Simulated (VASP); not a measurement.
# CdS (P6_3mc) in VASP: notebook

CdS is run at these levels: PBE; tasks: relaxation of shape and atoms at fixed volume.

Everything below comes from runs of VASP 6.6.1. Logs are shortened: lines on timing, memory, paths and dates and some standing lists are left out, and cuts for length are marked.

## 1. The cell of the first run

Symmetry: P6_3mc, No. 186, hexagonal system. Conventional cell: a = 4.239 Å, b = 4.239 Å, c = 6.896 Å, α = 90.00°, β = 90.00°, γ = 120.00°. Cd (site symmetry 3m) has 4 S at 2.59 to 2.60 Å within 3.4 Å. Within 3.4 Å of S (site symmetry 3m) lie 4 Cd at 2.59 to 2.60 Å.

## 2. Relaxation of shape and atoms at fixed volume, PBE (26.82 Å³/atom)

Contents of INCAR:

```
PREC = Accurate ; ENCUT = 600
EDIFF = 1E-6 ; ISMEAR = 0
SIGMA = 0.02 ; LREAL = F
LASPH = T ; NELM = 60
ALGO = Normal ; ISIF = 4
LWAVE = F ; LCHARG = F
GGA = PE ; IBRION = 2
NSW = 50 ; EDIFFG = -0.01
```

Contents of KPOINTS:

```
Automatic mesh
0
Gamma
  6 6 4
```

Contents of POSCAR:

```
CdS
1.0
    4.2385158472      0.0000000000      0.0000000000
   -2.1192579236      3.6706623980      0.0000000000
    0.0000000000      0.0000000000      6.8955181560
Cd S
2 2
Direct
    0.3333333333      0.6666666667     -0.0008015557
    0.6666666667      0.3333333333      0.4991984443
    0.3333333333      0.6666666667      0.3758015557
    0.6666666667      0.3333333333      0.8758015557
```

Potentials or basis: VASP PAW PBE potentials, release 64 (Cd, S).

On the command line:

```bash
cat potpaw_PBE.64/Cd/POTCAR potpaw_PBE.64/S/POTCAR > POTCAR
mpirun -np 1 vasp_std > vasp.out
```

OUTCAR:

```text
PREC = Accurate
   ENCUT = 600
   EDIFF = 1E-6
   ISMEAR = 0
   LREAL = F
   LASPH = T
   NELM = 60
   ISIF = 4
   GGA = PE
   IBRION = 2
   NSW = 50
   EDIFFG = -0.01

 ion  position               nearest neighbor table
   1  0.333  0.667  0.999-   4 2.59   4 2.59   4 2.59   3 2.60
   2  0.667  0.333  0.499-   3 2.59   3 2.59   3 2.59   4 2.60
   3  0.333  0.667  0.376-   2 2.59   2 2.59   2 2.59   1 2.60
   4  0.667  0.333  0.876-   1 2.59   1 2.59   1 2.59   2 2.60

  LATTYP: Found a hexagonal cell.
 ALAT       =     4.2385158472
 C/A-ratio  =     1.6268709153

  Lattice vectors:

 A1 = (   4.2385158472,   0.0000000000,   0.0000000000)
 A2 = (  -2.1192579236,   3.6706623980,   0.0000000000)
 A3 = (   0.0000000000,   0.0000000000,   6.8955181560)

Analysis of symmetry for initial positions (statically):
=====================================================================
 Subroutine PRICEL returns:
 Original cell was already a primitive cell.

 Routine SETGRP: Setting up the symmetry group for a
 hexagonal supercell.

 Subroutine GETGRP returns: Found 12 space group operations
 (whereof  6 operations were pure point group operations)
 out of a pool of 24 trial point group operations.

The static configuration has the point symmetry C_3v.
 The point group associated with its full space group is C_6v.

Analysis of symmetry for dynamics (positions and initial velocities):
=====================================================================
 Subroutine PRICEL returns:
 Original cell was already a primitive cell.

 Routine SETGRP: Setting up the symmetry group for a
 hexagonal supercell.

 Subroutine GETGRP returns: Found 12 space group operations
 (whereof  6 operations were pure point group operations)
 out of a pool of 24 trial point group operations.

The dynamic configuration has the point symmetry C_3v.
 The point group associated with its full space group is C_6v.

 Subroutine INISYM returns: Found 12 space group operations
 (whereof  6 operations are pure point group operations),
 and found     1 'primitive' translations

----------------------------------------------------------------------------------------

                                     Primitive cell

  volume of cell :     107.2816

  direct lattice vectors                    reciprocal lattice vectors
     4.238515847  0.000000000  0.000000000     0.235931641  0.136215197  0.000000000
    -2.119257924  3.670662398  0.000000000     0.000000000  0.272430393  0.000000000
     0.000000000  0.000000000  6.895518156     0.000000000  0.000000000  0.145021734

  length of vectors
     4.238515847  4.238515847  6.895518156     0.272430393  0.272430393  0.145021734

  position of ions in fractional coordinates (direct lattice)
     0.333333333  0.666666667  0.999198444
     0.666666667  0.333333333  0.499198444
     0.333333333  0.666666667  0.375801556
     0.666666667  0.333333333  0.875801556

  ion indices of the primitive-cell ions
   primitive index   ion index
                 1           1
                 2           2
                 3           3
                 4           4

----------------------------------------------------------------------------------------

 KPOINTS: Automatic mesh

Automatic generation of k-mesh.
 Grid dimensions read from file:
 generate k-points for:    6    6    4

 Generating k-lattice:

  Cartesian coordinates                     Fractional coordinates (reciprocal lattice)
     0.039321940  0.022702533  0.000000000     0.166666667  0.000000000  0.000000000
     0.000000000  0.045405066  0.000000000     0.000000000  0.166666667  0.000000000
     0.000000000  0.000000000  0.036255434     0.000000000  0.000000000  0.250000000

  Length of vectors
     0.045405066  0.045405066  0.036255434

  Shift w.r.t. Gamma in fractional coordinates (k-lattice)
     0.000000000  0.000000000  0.000000000

 Subroutine IBZKPT returns following result:
 ===========================================

 Found     21 irreducible k-points:

 Following reciprocal coordinates:
            Coordinates               Weight
  0.000000  0.000000  0.000000      1.000000
  0.166667  0.000000  0.000000      6.000000
  0.333333  0.000000  0.000000      6.000000
  0.500000  0.000000  0.000000      3.000000
  0.166667  0.166667  0.000000      6.000000
  0.333333  0.166667  0.000000     12.000000
[... 13 lines left out ...]
  0.333333  0.166667  0.500000     12.000000
  0.333333  0.333333  0.500000      2.000000
   k-points           NKPTS =     21   k-points in BZ     NKDIM =     21   number of bands    NBANDS=     22
   number of dos      NEDOS =    301   number of ions     NIONS =      4
   total plane-waves  NPLWV =  72576
   dimension x,y,z NGX =    36 NGY =   36 NGZ =   56
   dimension x,y,z NGXF=    72 NGYF=   72 NGZF=  112
   ions per type =               2   2
   NGX,Y,Z   is equivalent  to a cutoff of  14.12, 14.12, 13.50 a.u.
   NGXF,Y,Z  is equivalent  to a cutoff of  28.24, 28.24, 27.00 a.u.
 SYSTEM =  unknown system
   PREC   = accura    normal or accurate (medium, high low for compatibility)
   ISTART =      0    job   : 0-new  1-cont  2-samecut
   ICHARG =      2    charge: 1-file 2-atom 10-const
   ISPIN  =      1    spin polarized calculation?
   LNONCOLLINEAR =      F non collinear calculations
   LSORBIT =      F    spin-orbit coupling
   LASPH  =      T    aspherical Exc in radial PAW
   ENCUT  =  600.0 eV  44.10 Ry    6.64 a.u.   8.47  8.47 13.77*2*pi/ulx,y,z
   NELM   =     60;   NELMIN=  2; NELMDL= -5     # of ELM steps
   EDIFF  = 0.1E-05   stopping-criterion for ELM
   LREAL  =      F    real-space projection
   EDIFFG = -.1E-01   stopping-criterion for IOM
   NSW    =     50    number of steps for IOM
   IBRION =      2    ionic relax: 0-MD 1-quasi-New 2-CG
   NFREE  =      1    steps in history (QN), initial steepest desc. (CG)
   ISIF   =      4    stress and relaxation
   ISYM   =      2    0-nonsym 1-usesym 2-fastsym
   POTIM  = 0.5000    time-step for ionic-motion
   TEBEG  =    0.0;   TEEND  =   0.0 temperature during run
   PSTRESS=    0.0 pullay stress
   NELECT =      36.0000    total number of electrons
   NUPDOWN=      -1.0000    fix difference up-down
   EMIN   =  10.00;   EMAX   =-10.00  energy-range for DOS
   EFERMI =   0.00;   METHOD = LEGACY
   ISMEAR =     0;   SIGMA  =   0.02  broadening in eV -4-tet -1-fermi 0-gaus
   EFERMI_NEDOS =   21; number of points for ismear=-14 and -15
   IALGO  =     38    algorithm
   IMIX   =      4    mixing-type and parameters
     AMIX     =   0.40;   BMIX     =  1.00
     AMIX_MAG =   1.60;   BMIX_MAG =  1.00
  volume/ion in A,a.u.               =      26.82       180.99
  Fermi-wavevector in a.u.,A,eV,Ry     =   1.137629  2.149807 17.608653  1.294199
  Thomas-Fermi vector in A             =   2.274334
   LORBIT       =      0    0 simple, 1 ext, 2 COOP (PROOUT), +10 PAW based schemes
   GGA     = PE    functional components
   LHFCALC =     F    Hartree Fock is set to
   AEXX    =    0.0000 exact exchange contribution
   IVDW    =     0    specifies the selected vdW correction
   LEPSILON=     F    determine dielectric tensor
   LRPA    =     F    only Hartree local field effects (RPA)
 conjugate gradient relaxation of ions
 non-spin polarized calculation
 Gauss-broadening in eV      SIGMA  =   0.02
  energy-cutoff  :      600.00
  volume of cell :      107.28
 maximum number of plane-waves:      3628
 NGX is ok and might be reduce to    36
   NGX = 17   NGY = 17   NGZ = 27

 number of electron      36.0000009 magnetization

 Free energy of the ion-electron system (eV)
  ---------------------------------------------------
  ext. energy  EPLUGINS =         0.00000000
  ---------------------------------------------------
  free energy    TOTEN  =       -12.28812022 eV

  energy without entropy =      -12.28812022  energy(sigma->0) =      -12.28812022

 E-fermi :   0.8222     XC(G=0):  -8.7833

 val. band max:        0.6796891937   @ k =   0.0000   0.0000   0.0000
 cond. band min:       1.7212130264   @ k =   0.0000   0.0000   0.0000
 fundamental gap:      1.0415238327
 Fermi energy:         0.8221914122

 k-point     1 :       0.0000    0.0000    0.0000
  band No.  band energies     occupation
      1     -11.2460      2.00000
      2     -10.8840      2.00000
      3      -6.7866      2.00000
      4      -6.7812      2.00000
      5      -6.7812      2.00000
      6      -6.7129      2.00000
[... 14 lines left out ...]
     21       7.1555      0.00000
     22       7.1555      0.00000

 k-point     2 :       0.1667    0.0000    0.0000
  band No.  band energies     occupation
      1     -11.1661      2.00000
      2     -10.8495      2.00000
      3      -6.7607      2.00000
      4      -6.7505      2.00000
      5      -6.7135      2.00000
      6      -6.6723      2.00000
[... 14 lines left out ...]
     21       6.4575      0.00000
     22       7.4546      0.00000

 k-point     3 :       0.3333    0.0000    0.0000
  band No.  band energies     occupation
      1     -10.9939      2.00000
      2     -10.7921      2.00000
      3      -6.7157      2.00000
      4      -6.7036      2.00000
      5      -6.5965      2.00000
      6      -6.5824      2.00000
[... 14 lines left out ...]
     21       6.0247      0.00000
     22       6.7897      0.00000

 k-point     4 :       0.5000    0.0000    0.0000
  band No.  band energies     occupation
      1     -10.8923      2.00000
      2     -10.7788      2.00000
      3      -6.7015      2.00000
      4      -6.6892      2.00000
      5      -6.5418      2.00000
      6      -6.5335      2.00000
[... 14 lines left out ...]
     21       5.8102      0.00000
     22       6.8300      0.00000

 k-point     5 :       0.1667    0.1667    0.0000
  band No.  band energies     occupation
      1     -11.0395      2.00000
      2     -10.8044      2.00000
      3      -6.7218      2.00000
      4      -6.7139      2.00000
      5      -6.6220      2.00000
      6      -6.6176      2.00000
[... 14 lines left out ...]
     21       6.2531      0.00000
     22       6.5271      0.00000

 k-point     6 :       0.3333    0.1667    0.0000
  band No.  band energies     occupation
      1     -10.8935      2.00000
      2     -10.7791      2.00000
      3      -6.7125      2.00000
      4      -6.6657      2.00000
      5      -6.5590      2.00000
      6      -6.5489      2.00000
[... 14 lines left out ...]
     21       5.7881      0.00000
     22       6.8456      0.00000

 k-point     7 :       0.3333    0.3333    0.0000
  band No.  band energies     occupation
      1     -10.8086      2.00000
      2     -10.8086      2.00000
      3      -6.7253      2.00000
      4      -6.5867      2.00000
      5      -6.5867      2.00000
      6      -6.5379      2.00000
[... 249 lines left out ...]
      6      -6.6415      2.00000
[... 14 lines left out ...]
     21       6.0392      0.00000
     22       6.0392      0.00000

 k-point    18 :       0.5000    0.0000    0.5000
  band No.  band energies     occupation
      1     -10.8275      2.00000
      2     -10.8275      2.00000
      3      -6.6729      2.00000
      4      -6.6729      2.00000
      5      -6.6115      2.00000
      6      -6.6115      2.00000
[... 14 lines left out ...]
     21       6.0063      0.00000
     22       6.0063      0.00000

 k-point    19 :       0.1667    0.1667    0.5000
  band No.  band energies     occupation
      1     -10.9153      2.00000
      2     -10.9153      2.00000
      3      -6.6790      2.00000
      4      -6.6790      2.00000
      5      -6.6568      2.00000
      6      -6.6568      2.00000
[... 14 lines left out ...]
     21       6.0523      0.00000
     22       6.0523      0.00000

 k-point    20 :       0.3333    0.1667    0.5000
  band No.  band energies     occupation
      1     -10.8283      2.00000
      2     -10.8283      2.00000
      3      -6.6539      2.00000
      4      -6.6539      2.00000
      5      -6.6189      2.00000
      6      -6.6189      2.00000
[... 14 lines left out ...]
     21       6.2942      0.00000
     22       6.2942      0.00000

 k-point    21 :       0.3333    0.3333    0.5000
  band No.  band energies     occupation
      1     -10.8002      2.00000
      2     -10.8002      2.00000
      3      -6.6298      2.00000
      4      -6.6298      2.00000
      5      -6.6180      2.00000
      6      -6.6180      2.00000
[... 14 lines left out ...]
     21       6.7881      0.00000
     22       6.7881      0.00000

------------------------ aborting loop because EDIFF is reached ----------------------------------------

  FORCE on cell =-STRESS in cart. coord.  units (eV):
  Direction    XX          YY          ZZ          XY          YZ          ZX
  --------------------------------------------------------------------------------------
  -------------------------------------------------------------------------------------
  Total       -0.8398303     -0.8398303     -0.8346141      0.0000000      0.0000000      0.0000000
  in kB      -12.5422928    -12.5422928    -12.4643939      0.0000000      0.0000000      0.0000000
  external PRESSURE =     -12.5163265 kB  Pullay stress =       0.0000000 kB

 VOLUME and BASIS-vectors are now :
 -----------------------------------------------------------------------------
  energy-cutoff  :      600.00
  volume of cell :      107.28
      direct lattice vectors                 reciprocal lattice vectors
     4.238515847  0.000000000  0.000000000     0.235931641  0.136215197  0.000000000
    -2.119257924  3.670662398  0.000000000     0.000000000  0.272430393  0.000000000
     0.000000000  0.000000000  6.895518156     0.000000000  0.000000000  0.145021734

 POSITION                                       TOTAL-FORCE (eV/Angst)
 -----------------------------------------------------------------------------------
     -0.00000      2.44711      6.88999         0.000000      0.000000     -0.000767
      2.11926      1.22355      3.44223         0.000000     -0.000000     -0.000767
     -0.00000      2.44711      2.59135         0.000000     -0.000000      0.000767
      2.11926      1.22355      6.03911        -0.000000     -0.000000      0.000767
 -----------------------------------------------------------------------------------
    total drift:                               -0.000000     -0.000000      0.001021

  FREE ENERGIE OF THE ION-ELECTRON SYSTEM (eV)
  ---------------------------------------------------
  free  energy   TOTEN  =       -12.2881202235 eV

  energy  without entropy=      -12.2881202235  energy(sigma->0) =      -12.28812022

 reached required accuracy - stopping structural energy minimisation
```

Run time: 27 s. Hardware: 1 thread of Intel Xeon 6975P-C (Granite Rapids), shared host; peak memory 0.27 GiB.

What came out:

```yaml
Free_energy: -12.2881 eV
Pressure_after_relaxing: -1.3 GPa
Band_gap_on_the_k_mesh: 1.04 eV
```

Final structure:
```
CELL_PARAMETERS angstrom
4.23852 0.00000 0.00000
-2.11926 3.67066 0.00000
0.00000 0.00000 6.89552
ATOMIC_POSITIONS crystal
Cd 0.33333 0.66667 0.99920
Cd 0.66667 0.33333 0.49920
S 0.33333 0.66667 0.37580
S 0.66667 0.33333 0.87580
```

Caveat: the relaxation stopped at its first step, so nothing moved.

## 3. Relaxation of shape and atoms at fixed volume, PBE (27.60 Å³/atom)

This run uses another cell than the first one, of 27.60 Å³/atom.

Contents of INCAR:

```
SYSTEM = CdS
PREC = Accurate ; ENCUT = 600
EDIFF = 1E-6 ; ISMEAR = 0
SIGMA = 0.02 ; LREAL = .False.
LASPH = .True. ; NELM = 100
ALGO = Normal ; ISIF = 4
LWAVE = .False. ; LCHARG = .False.
GGA = PE ; IBRION = 2
NSW = 50 ; EDIFFG = -0.01
```

Contents of KPOINTS:

```
regular mesh
0
Gamma
  6 6 4
  0 0 0
```

Contents of POSCAR:

```
CdS
1.0
    4.2792733076      0.0000000000      0.0000000000
   -2.1396366538      3.7059593941      0.0000000000
    0.0000000000      0.0000000000      6.9618252829
Cd S
2 2
Direct
    0.3333333333      0.6666666667     -0.0008015557
    0.6666666667      0.3333333333      0.4991984443
    0.3333333333      0.6666666667      0.3758015557
    0.6666666667      0.3333333333      0.8758015557
```

Potentials or basis: VASP PAW PBE potentials, release 64 (Cd, S).

On the command line:

```bash
cat potpaw_PBE.64/Cd/POTCAR potpaw_PBE.64/S/POTCAR > POTCAR
mpirun -np 1 vasp_std > vasp.out
```

It took 26 s on 1 thread of Intel Xeon 6975P-C (Granite Rapids), shared host; peak memory 0.27 GiB.

It converged, with:

* Free energy: -12.2520 eV
* Pressure after relaxing: -2.5 GPa
* Band gap on the k mesh: 0.97 eV

Forces in eV/Å, atoms in the order of the input:
```
Cd   0.000  0.000 -0.002
Cd   0.000  0.000 -0.002
S    0.000  0.000  0.002
S    0.000  0.000  0.002
```

Final structure:
```yaml
crystal:
  lattice:
    - [4.27927, 0.00000, 0.00000]
    - [-2.13964, 3.70596, 0.00000]
    - [0.00000, 0.00000, 6.96183]
  atoms:
    - { symbol: Cd, position: [0.33333, 0.66667, 0.99920] }
    - { symbol: Cd, position: [0.66667, 0.33333, 0.49920] }
    - { symbol: S, position: [0.33333, 0.66667, 0.37580] }
    - { symbol: S, position: [0.66667, 0.33333, 0.87580] }
```

Levels at points of the mesh, in eV from the valence-band top:
```tsv
k point	band 16	band 17	band 18	band 19	band 20	band 21
(0.00, 0.00, 0.00)	-0.03	0.00	0.00	0.97	2.64	6.47
(0.50, 0.00, 0.00)	-1.54	-1.06	-0.62	3.47	3.83	5.13
(0.00, 0.00, 0.50)	-0.32	-0.32	-0.32	2.61	2.61	6.06
(0.50, 0.00, 0.50)	-1.11	-1.10	-1.10	3.39	3.39	5.30
```

Caveat: the relaxation stopped at its first step, so nothing moved.
